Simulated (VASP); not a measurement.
A run of VASP 6.6.1:

INCAR

```
PREC = Accurate
ENCUT = 520
EDIFF = 1E-6
ISMEAR = -1
SIGMA = 0.1
LREAL = False
LASPH = True
NELM = 60
ALGO = Normal
ISIF = 2
LWAVE = False
LCHARG = True
GGA = PE
LELF = True
LVHAR = True
NBANDS = 17
```

The input KPOINTS:

```
Automatic mesh
0
Gamma
  11 11 11
```

The input POSCAR:

```
PbS
1.0
    3.6517378308      0.0000000000      0.0000000000
    0.0000000000      3.6517378308      0.0000000000
    0.0000000000      0.0000000000      3.6517378308
Pb S
1 1
Direct
    0.0000000000      0.0000000000      0.0000000000
    0.5000000000      0.5000000000      0.5000000000
```

Potentials or basis: VASP PAW PBE potentials, release 64 (Pb_d, S).

The run is started by

```sh
$ cat potpaw_PBE.64/Pb_d/POTCAR potpaw_PBE.64/S/POTCAR > POTCAR
$ mpirun -np 1 vasp_std > vasp.out
```

Hardware: 1 thread of Intel Xeon 6975P-C, on a shared host.

Q: Estimate the wall time of this run.

A: Run time: 28 s on 1 thread of Intel Xeon 6975P-C (shared host), peak memory 0.19 GiB. Counts: scf iterations 13, k points 56.
